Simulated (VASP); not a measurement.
# ZnAu (Pm-3m) in VASP: notebook, part 3 of 3

VASP 6.6.1. Earlier steps stand in the parts before.

### Step 4. Single point, RPBE

File INCAR:

```
  PREC = Accurate
  ENCUT = 520
  EDIFF = 1E-6
  ISMEAR = -1
  SIGMA = 0.05
  LREAL = False
  LASPH = True
  NELM = 80
  ALGO = Normal
  ISIF = 2
  LWAVE = False
  LCHARG = True
  GGA = RP
  LELF = True
  LVHAR = True
  NBANDS = 18
```

File KPOINTS:

```
regular mesh
0
Gamma
  5 5 5
```

File POSCAR:

```
ZnAu
1.0
    3.1470000000      0.0000000000      0.0000000000
    0.0000000000      3.1470000000      0.0000000000
    0.0000000000      0.0000000000      3.1470000000
Au Zn
1 1
Direct
    0.0000000000      0.0000000000      0.0000000000
    0.5000000000      0.5000000000      0.5000000000
```

Potentials or basis: VASP PAW PBE potentials, release 64 (Au, Zn).

On the command line:

```
$ cat potpaw_PBE.64/Au/POTCAR potpaw_PBE.64/Zn/POTCAR > POTCAR
$ mpirun -np 1 vasp_std > vasp.out
```

OUTCAR:

```text
PREC = Accurate
   ENCUT = 520
   EDIFF = 1E-6
   ISMEAR = -1
   LREAL = False
   LASPH = True
   NELM = 80
   ISIF = 2
   GGA = RP

 ion  position               nearest neighbor table
   1  0.000  0.000  0.000-   2 2.73   2 2.73   2 2.73   2 2.73   2 2.73   2 2.73   2 2.73   2 2.73

   2  0.500  0.500  0.500-   1 2.73   1 2.73   1 2.73   1 2.73   1 2.73   1 2.73   1 2.73   1 2.73

  LATTYP: Found a simple cubic cell.
 ALAT       =     3.1470000000

  Lattice vectors:

 A1 = (   3.1470000000,   0.0000000000,   0.0000000000)
 A2 = (   0.0000000000,   3.1470000000,   0.0000000000)
 A3 = (   0.0000000000,   0.0000000000,   3.1470000000)

Analysis of symmetry for initial positions (statically):
=====================================================================
 Subroutine PRICEL returns:
 Original cell was already a primitive cell.

 Routine SETGRP: Setting up the symmetry group for a
 simple cubic supercell.

 Subroutine GETGRP returns: Found 48 space group operations
 (whereof 48 operations were pure point group operations)
 out of a pool of 48 trial point group operations.

The static configuration has the point symmetry O_h .

Analysis of symmetry for dynamics (positions and initial velocities):
=====================================================================
 Subroutine PRICEL returns:
 Original cell was already a primitive cell.

 Routine SETGRP: Setting up the symmetry group for a
 simple cubic supercell.

 Subroutine GETGRP returns: Found 48 space group operations
 (whereof 48 operations were pure point group operations)
 out of a pool of 48 trial point group operations.

The dynamic configuration has the point symmetry O_h .

 Subroutine INISYM returns: Found 48 space group operations
 (whereof 48 operations are pure point group operations),
 and found     1 'primitive' translations

----------------------------------------------------------------------------------------

                                     Primitive cell

  volume of cell :      31.1667

  direct lattice vectors                    reciprocal lattice vectors
     3.147000000  0.000000000  0.000000000     0.317762949  0.000000000  0.000000000
     0.000000000  3.147000000  0.000000000     0.000000000  0.317762949  0.000000000
     0.000000000  0.000000000  3.147000000     0.000000000  0.000000000  0.317762949

  length of vectors
     3.147000000  3.147000000  3.147000000     0.317762949  0.317762949  0.317762949

  position of ions in fractional coordinates (direct lattice)
     0.000000000  0.000000000  0.000000000
     0.500000000  0.500000000  0.500000000

  ion indices of the primitive-cell ions
   primitive index   ion index
                 1           1
                 2           2

----------------------------------------------------------------------------------------

 KPOINTS: regular mesh

Automatic generation of k-mesh.
 Grid dimensions read from file:
 generate k-points for:    5    5    5

 Generating k-lattice:

  Cartesian coordinates                     Fractional coordinates (reciprocal lattice)
     0.063552590  0.000000000  0.000000000     0.200000000  0.000000000  0.000000000
     0.000000000  0.063552590  0.000000000     0.000000000  0.200000000  0.000000000
     0.000000000  0.000000000  0.063552590     0.000000000  0.000000000  0.200000000

  Length of vectors
     0.063552590  0.063552590  0.063552590

  Shift w.r.t. Gamma in fractional coordinates (k-lattice)
     0.000000000  0.000000000  0.000000000

 Subroutine IBZKPT returns following result:
 ===========================================

 Found     10 irreducible k-points:

 Following reciprocal coordinates:
            Coordinates               Weight
  0.000000  0.000000  0.000000      1.000000
  0.200000  0.000000  0.000000      6.000000
  0.400000  0.000000  0.000000      6.000000
  0.200000  0.200000  0.000000     12.000000
  0.400000  0.200000  0.000000     24.000000
  0.400000  0.400000  0.000000     12.000000
  0.200000  0.200000  0.200000      8.000000
  0.400000  0.200000  0.200000     24.000000
  0.400000  0.400000  0.200000     24.000000
  0.400000  0.400000  0.400000      8.000000
   k-points           NKPTS =     10   k-points in BZ     NKDIM =     10   number of bands    NBANDS=     18
   number of dos      NEDOS =    301   number of ions     NIONS =      2
   total plane-waves  NPLWV =  13824
   dimension x,y,z NGX =    24 NGY =   24 NGZ =   24
   dimension x,y,z NGXF=    48 NGYF=   48 NGZF=   48
   ions per type =               1   1
   NGX,Y,Z   is equivalent  to a cutoff of  12.68, 12.68, 12.68 a.u.
   NGXF,Y,Z  is equivalent  to a cutoff of  25.36, 25.36, 25.36 a.u.
 SYSTEM =  unknown system
   PREC   = accura    normal or accurate (medium, high low for compatibility)
   ISTART =      0    job   : 0-new  1-cont  2-samecut
   ICHARG =      2    charge: 1-file 2-atom 10-const
   ISPIN  =      1    spin polarized calculation?
   LNONCOLLINEAR =      F non collinear calculations
   LSORBIT =      F    spin-orbit coupling
   LASPH  =      T    aspherical Exc in radial PAW
   ENCUT  =  520.0 eV  38.22 Ry    6.18 a.u.   5.85  5.85  5.85*2*pi/ulx,y,z
   NELM   =     80;   NELMIN=  2; NELMDL= -5     # of ELM steps
   EDIFF  = 0.1E-05   stopping-criterion for ELM
   LREAL  =      F    real-space projection
   EDIFFG = 0.1E-04   stopping-criterion for IOM
   NSW    =      0    number of steps for IOM
   IBRION =     -1    ionic relax: 0-MD 1-quasi-New 2-CG
   NFREE  =      0    steps in history (QN), initial steepest desc. (CG)
   ISIF   =      2    stress and relaxation
   ISYM   =      2    0-nonsym 1-usesym 2-fastsym
   POTIM  = 0.5000    time-step for ionic-motion
   TEBEG  =    0.0;   TEEND  =   0.0 temperature during run
   PSTRESS=    0.0 pullay stress
   NELECT =      23.0000    total number of electrons
   NUPDOWN=      -1.0000    fix difference up-down
   EMIN   =  10.00;   EMAX   =-10.00  energy-range for DOS
   EFERMI =   0.00;   METHOD = LEGACY
   ISMEAR =    -1;   SIGMA  =   0.05  broadening in eV -4-tet -1-fermi 0-gaus
   EFERMI_NEDOS =   21; number of points for ismear=-14 and -15
   IALGO  =     38    algorithm
   IMIX   =      4    mixing-type and parameters
     AMIX     =   0.40;   BMIX     =  1.00
     AMIX_MAG =   1.60;   BMIX_MAG =  1.00
  volume/ion in A,a.u.               =      15.58       105.16
  Fermi-wavevector in a.u.,A,eV,Ry     =   1.479406  2.795672 29.778283  2.188642
  Thomas-Fermi vector in A             =   2.593568
   LORBIT       =      0    0 simple, 1 ext, 2 COOP (PROOUT), +10 PAW based schemes
   GGA     = RP    functional components
   LHFCALC =     F    Hartree Fock is set to
   AEXX    =    0.0000 exact exchange contribution
   IVDW    =     0    specifies the selected vdW correction
   LEPSILON=     F    determine dielectric tensor
   LRPA    =     F    only Hartree local field effects (RPA)
 non-spin polarized calculation
  energy-cutoff  :      520.00
  volume of cell :       31.17
 maximum number of plane-waves:       847
 NGX is ok and might be reduce to    24
   NGX = 11   NGY = 11   NGZ = 11

 number of electron      23.0000000 magnetization

 Free energy of the ion-electron system (eV)
  ---------------------------------------------------
  ext. energy  EPLUGINS =         0.00000000
  ---------------------------------------------------
  free energy    TOTEN  =        -3.75547344 eV

  energy without entropy =       -3.75100422  energy(sigma->0) =       -3.75323883

 E-fermi :   6.9991     XC(G=0): -12.2664

 val. band max:        6.9862157400   @ k =   0.4000   0.4000   0.4000
 cond. band min:       7.7637531667   @ k =   0.4000   0.4000   0.2000
 fundamental gap:      0.7775374267
 Fermi energy:         6.9990989657

 k-point     1 :       0.0000    0.0000    0.0000
  band No.  band energies     occupation
      1      -3.3728      2.00000
      2      -0.8948      2.00000
      3      -0.8948      2.00000
      4      -0.2003      2.00000
      5      -0.2003      2.00000
      6      -0.2003      2.00000
[... 10 lines left out ...]
     17      19.3183      0.00000
     18      25.4925      0.00000
[... 169 lines left out ...]
 k-point    10 :       0.4000    0.4000    0.4000
  band No.  band energies     occupation
      1      -0.6090      2.00000
      2      -0.4783      2.00000
      3      -0.4783      2.00000
      4      -0.0163      2.00000
      5      -0.0163      2.00000
      6       0.7339      2.00000
[... 10 lines left out ...]
     17      14.4609      0.00000
     18      16.9527      0.00000

------------------------ aborting loop because EDIFF is reached ----------------------------------------

  FORCE on cell =-STRESS in cart. coord.  units (eV):
  Direction    XX          YY          ZZ          XY          YZ          ZX
  --------------------------------------------------------------------------------------
  -------------------------------------------------------------------------------------
  Total        1.8430048      1.8430048      1.8430048      0.0000000     -0.0000000      0.0000000
  in kB       94.7429337     94.7429337     94.7429337      0.0000000     -0.0000000      0.0000000
  external PRESSURE =      94.7429337 kB  Pullay stress =       0.0000000 kB

 VOLUME and BASIS-vectors are now :
 -----------------------------------------------------------------------------
  energy-cutoff  :      520.00
  volume of cell :       31.17
      direct lattice vectors                 reciprocal lattice vectors
     3.147000000  0.000000000  0.000000000     0.317762949  0.000000000  0.000000000
     0.000000000  3.147000000  0.000000000     0.000000000  0.317762949  0.000000000
     0.000000000  0.000000000  3.147000000     0.000000000  0.000000000  0.317762949

 POSITION                                       TOTAL-FORCE (eV/Angst)
 -----------------------------------------------------------------------------------
      0.00000      0.00000      0.00000         0.000000      0.000000      0.000000
      1.57350      1.57350      1.57350         0.000000      0.000000      0.000000
 -----------------------------------------------------------------------------------
    total drift:                                0.000000      0.000000     -0.000000

  FREE ENERGIE OF THE ION-ELECTRON SYSTEM (eV)
  ---------------------------------------------------
  free  energy   TOTEN  =        -3.7554734364 eV

  energy  without entropy=       -3.7510042229  energy(sigma->0) =       -3.75323883
```

Wall time 4.5 s (1 thread of Intel Xeon 6975P-C, shared host); peak memory 0.14 GiB.

What came out:

```
Free energy : -3.7555 eV
Pressure    : 9.5 GPa
```

Caveat: the k points lie up to 0.40 Å⁻¹ apart; the PAW data sets were made with another functional, which shifts forces and pressure a little; spin-orbit coupling is left out, which moves the levels of the heavy elements.

### Step 5. Summary

```tsv
level	gap on the mesh (eV)	pressure (GPa)
PBE	none	5.6
PBEsol	none	-1.7
RPBE	none	9.5
```

Alike in all rows: task single point; potentials or basis VASP PAW PBE potentials, release 64 (Au, Zn); no spin polarisation; cell as given; k mesh 5 × 5 × 5; cutoff (eV) 520; smearing fermi-dirac 0.05 eV.

Caveats: all runs use coarse meshes; spin-orbit coupling is left out, which moves the levels of the heavy elements; the PAW data sets were made with another functional, which shifts forces and pressure a little (some runs).

Total energies depend on the potentials used, so only differences within one code and one set of settings carry meaning.
